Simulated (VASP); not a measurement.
A run of VASP 6.6.1:

INCAR

```
PREC = Accurate
ENCUT = 520
EDIFF = 1E-6
ISMEAR = 0
SIGMA = 0.05
LREAL = False
LASPH = True
NELM = 100
ALGO = Normal
ISIF = 2
LWAVE = False
LCHARG = True
GGA = PS
LELF = True
LVHAR = True
NBANDS = 27
```

Contents of KPOINTS:

```
Automatic mesh
0
Gamma
  8 8 8
```

The input POSCAR:

```
KTaO3
1.0
    3.3875543774      0.0000000000      0.0000000000
    0.0000000000      3.9853580911      0.0000000000
    0.0000000000      0.0000000000      4.2045527861
K Ta O
1 1 3
Direct
    0.5000000000      0.5000000000      0.5000000000
    0.0000000000      0.0000000000      0.0000000000
    0.5000000000      0.0000000000      0.0000000000
    0.0000000000      0.5000000000      0.0000000000
    0.0000000000      0.0000000000      0.5000000000
```

Potentials or basis: VASP PAW PBE potentials, release 64 (K_sv, Ta_pv, O).

Command:

```console
$ cat potpaw_PBE.64/K_sv/POTCAR potpaw_PBE.64/Ta_pv/POTCAR potpaw_PBE.64/O/POTCAR > POTCAR
$ mpirun -np 1 vasp_std > vasp.out
```

Hardware: 1 thread of Intel(R) Xeon(R) 6975P-C (Granite Rapids) (shared host).

Q: Estimate the wall time of this run.

A: Run time: 64 s on 1 thread of Intel(R) Xeon(R) 6975P-C (Granite Rapids) (shared host), peak memory 0.3 GiB. Counts: scf iterations 14, k points 125.
